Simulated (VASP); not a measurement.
A run of VASP 6.6.1 is set up as follows.

INCAR

```
SYSTEM = Zr2BN3
PREC = Accurate ; ENCUT = 600
EDIFF = 1E-7 ; ISMEAR = 0
SIGMA = 0.1 ; LREAL = .False.
LASPH = .True. ; NELM = 80
ALGO = Normal ; ISIF = 3
LWAVE = .False. ; LCHARG = .False.
GGA = PE ; IBRION = 2
NSW = 100 ; EDIFFG = -0.01
```

Contents of KPOINTS:

```
Automatic mesh
0
Gamma
  12 12 6
  0 0 0
```

File POSCAR:

```
Zr2BN3
1.0
    3.0534742511      0.0000000000      0.0000000000
   -1.5267371256      2.6443862713      0.0000000000
    0.0000000000      0.0000000000      7.5286893456
Zr B N
2 1 3
Direct
    0.3333333333      0.6666666667      0.6768056550
    0.6666666667      0.3333333333      0.3231943450
    0.0000000000      0.0000000000      0.0000000000
    0.3333333333      0.6666666667      0.1265784063
    0.6666666667      0.3333333333      0.8734215937
    0.0000000000      0.0000000000      0.5000000000
```

Potentials or basis: VASP PAW PBE potentials, release 64 (Zr_sv, B, N).

Command:

```bash
$ cat potpaw_PBE.64/Zr_sv/POTCAR potpaw_PBE.64/B/POTCAR potpaw_PBE.64/N/POTCAR > POTCAR
$ mpirun -np 1 vasp_std > vasp.out
```

Estimate the band gap on the k mesh.

zero (bands 21 and 22 overlap by 1.21 eV).

What does it give for the space group after relaxing (to 0.1 Å)?

P-3m1 (No. 164).

Final structure:
```yaml
crystal:
  lattice:
    - [3.05220, 0.00000, 0.00000]
    - [-1.52610, 2.64328, 0.00000]
    - [0.00000, 0.00000, 7.55129]
  atoms:
    - { symbol: Zr, position: [0.33333, 0.66667, 0.67707] }
    - { symbol: Zr, position: [0.66667, 0.33333, 0.32293] }
    - { symbol: B, position: [0.00000, 0.00000, 0.00000] }
    - { symbol: N, position: [0.33333, 0.66667, 0.12658] }
    - { symbol: N, position: [0.66667, 0.33333, 0.87342] }
    - { symbol: N, position: [0.00000, 0.00000, 0.50000] }
```
